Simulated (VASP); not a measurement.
## TaN: single point with r2SCAN

Crystal: TaN.

```
CELL_PARAMETERS angstrom
2.93800 0.00000 0.00000
-1.46900 2.54438 0.00000
0.00000 0.00000 2.88300
ATOMIC_POSITIONS crystal
Ta 0.00000 0.00000 0.50000
N 0.66667 0.33333 0.00000
```

- Program: VASP 6.6.1
- Task: single point
- Functional: r2SCAN
- Potentials or basis: VASP PAW PBE potentials, release 64 (Ta_pv, N)
- Cutoff: 660 eV
- k mesh: 4 × 4 × 4
- Occupations: gaussian, width 0.1 eV
- Spin: no spin polarisation

- Pressure: 2.1 GPa
- Band gap on the k mesh: zero (filled and empty bands touch)

Stress tensor (GPa, compression positive):
```
2.32 0.00 0.00
0.00 2.32 0.00
0.00 0.00 1.70
```

Levels at points of the mesh, in eV from the Fermi level:
| k point | band 5 | band 6 | band 7 | band 8 | band 9 | band 10 | band 11 | band 12 |
| --- | --- | --- | --- | --- | --- | --- | --- | --- |
| (0.00, 0.00, 0.00) | -4.74 | -4.74 | -4.30 | -3.05 | 2.58 | 3.84 | 3.84 | 4.34 |
| (0.50, 0.00, 0.00) | -8.52 | -5.36 | -3.52 | -3.31 | 3.32 | 4.24 | 5.54 | 5.65 |
| (0.00, 0.00, 0.50) | -9.63 | -3.87 | -3.87 | 0.00 | 0.00 | 2.48 | 3.72 | 3.72 |
| (0.50, 0.00, 0.50) | -7.55 | -6.36 | -5.84 | -0.43 | 4.57 | 5.57 | 6.21 | 7.57 |

It took 77 s on 1 thread of AMD EPYC 7R13, on a shared host, peak memory 0.13 GiB.

Caveat: the k points lie up to 0.62 Å⁻¹ apart; the PAW data sets were made with another functional, which shifts forces and pressure a little; spin-orbit coupling is left out, which moves the levels of the heavy elements.
